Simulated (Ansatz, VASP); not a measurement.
# Two plane-wave programs on C

```
C
1.0
    -2.45766    0.00000    0.00000
     0.00000    0.00000   -3.52948
     0.00000   -4.25679    0.00000
C
4
Direct
  0.50000 0.00000 0.17019
  0.00000 0.00000 0.67019
  0.00000 0.00000 0.32981
  0.50000 0.00000 0.82981
```

Change from the starting cell: mode 8 frozen in at +0.000 Å and mode 12 at -0.015 Å (largest displacements).

Alike in both runs: task single point; functional PBEsol; dispersion D3(BJ); k mesh 18 × 12 × 10; occupations gaussian, width 0.15 eV; no spin polarisation.

|  | VASP | Ansatz |
| --- | --- | --- |
| version | VASP 6.6.1 | Ansatz 0.2.0 |
| potentials or method | VASP PAW PBE potentials, release 64 (C), cutoff 600 eV | scalar-relativistic, plane waves, PAW |
| valence electrons in the cell | 16 | 16 |

|  | VASP | Ansatz | Ansatz less VASP |
| --- | --- | --- | --- |
| gap on the k mesh at the Fermi level (eV) | none | none | - |
| pressure (GPa) | 0.7 | 0.4 | -0.30 |
| traceless stress, the component that is largest in VASP (GPa) | 3.84 | 3.48 | -0.357 |
| rms of the force components (eV/Å) | 0.928 | 0.925 | -0.0029 |

VASP's potentials were made for PBE, not for PBEsol, and Ansatz warns of the same on its side. Atom by atom the forces differ by 0.003 eV/Å (rms over components). A gap of «none» marks a metal or a gap that the smearing closes.
